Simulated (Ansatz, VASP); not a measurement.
**Two plane-wave programs on Be**

File INCAR:

```
SYSTEM = Be
PREC     = Accurate       ! precision mode
ENCUT    = 520            ! plane-wave cutoff, eV
EDIFF    = 1E-6           ! SCF threshold, eV
ISMEAR   = -1             ! smearing method
SIGMA    = 0.1            ! smearing width, eV
LREAL    = .False.        ! projectors in reciprocal space
LASPH    = .True.         ! aspherical terms in the spheres
NELM     = 60             ! most SCF steps
ALGO     = Normal         ! electronic algorithm
ISIF     = 2              ! what is computed and relaxed
LWAVE    = .False.        ! write WAVECAR
LCHARG   = .True.         ! write CHGCAR
GGA      = RE             ! functional
LELF     = .True.         ! ELF
LVHAR    = .True.       
NBANDS   = 7              ! bands
```

The input KPOINTS:

```
regular mesh
0
Gamma
  16 16 16
  0 0 0
```

POSCAR

```
Be
1.0
    2.2459680267      0.0000000000      0.0000000000
    0.0000000000      2.2459680267      0.0000000000
    0.0000000000      0.0000000000      2.2459680267
Be
1
Direct
    0.0000000000      0.0000000000      0.0000000000
```

Input for Ansatz:

```yaml
crystal:
  lattice:
    - [2.2459680267, 0.0, 0.0]
    - [0.0, 2.2459680267, 0.0]
    - [0.0, 0.0, 2.2459680267]
  atoms:
    - { symbol: Be, position: [0.0, 0.0, 0.0] }
hamiltonian:
  xc: revpbe
  pseudopotentials:
    kind: paw
    azcp:
      Be: "pseudopotentials/Be.paw.azcp"
basis:
  ecutwfc: 420
  fft_grid_basis: typed
kpoints:
  mp_grid: { grid: [16, 16, 16], shift: [0, 0, 0] }
magnetization:
  spin_polarized: false
scf:
  occupations: { method: fermi_dirac, width: 0.1 }
  lower_state_search: "off"
output:
  stress: true
```

Alike in both runs: task single point; functional revPBE; k mesh 16 × 16 × 16; occupations fermi-dirac, width 0.1 eV; no spin polarisation.

|  | VASP | Ansatz |
| --- | --- | --- |
| version | VASP 6.6.1 | Ansatz 0.2.0 |
| potentials or method | VASP PAW PBE potentials, release 64 (Be), cutoff 520 eV | plane waves (420 eV) with PAW, scalar-relativistic |
| valence electrons in the cell | 2 | 2 |

```tsv
	VASP	Ansatz	Ansatz less VASP
pressure (GPa)	-4.8	-4.8	+0.02
```

VASP's potentials were made for PBE, not for revPBE. The functional is the same, so the differences come from potentials, cutoffs and numerics.
